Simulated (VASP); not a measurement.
A run of VASP 6.6.1 is set up as follows.

The input INCAR:

```
PREC = Accurate ; ENCUT = 520
EDIFF = 1E-8 ; ISMEAR = -1
SIGMA = 0.03 ; LREAL = F
LASPH = T ; NELM = 100
ALGO = Normal ; ISIF = 2
LWAVE = F ; LCHARG = F
LEFG = T ; NBANDS = 15
```

KPOINTS

```
Automatic mesh
0
Gamma
  7 7 7
```

Contents of POSCAR:

```
KCl
1.0
    0.0000000000      3.1665854591      3.1665854591
    3.1665854591      0.0000000000      3.1665854591
    3.1665854591      3.1665854591      0.0000000000
K Cl
1 1
Direct
    0.0000000000      0.0000000000      0.0000000000
    0.5000000000      0.5000000000      0.5000000000
```

Potentials or basis: VASP PAW LDA potentials, release 64 (K_sv, Cl).

Run with:

```bash
$ cat potpaw_LDA.64/K_sv/POTCAR potpaw_LDA.64/Cl/POTCAR > POTCAR
$ mpirun -np 1 vasp_std > vasp.out
```

Problem. Predict the band gap on the k mesh.

Solution. 4.69 eV.

Problem. Estimate the pressure.

Solution. -2.2 GPa.

Caveat: an odd mesh through Γ misses points on the zone boundary, where band edges can lie.
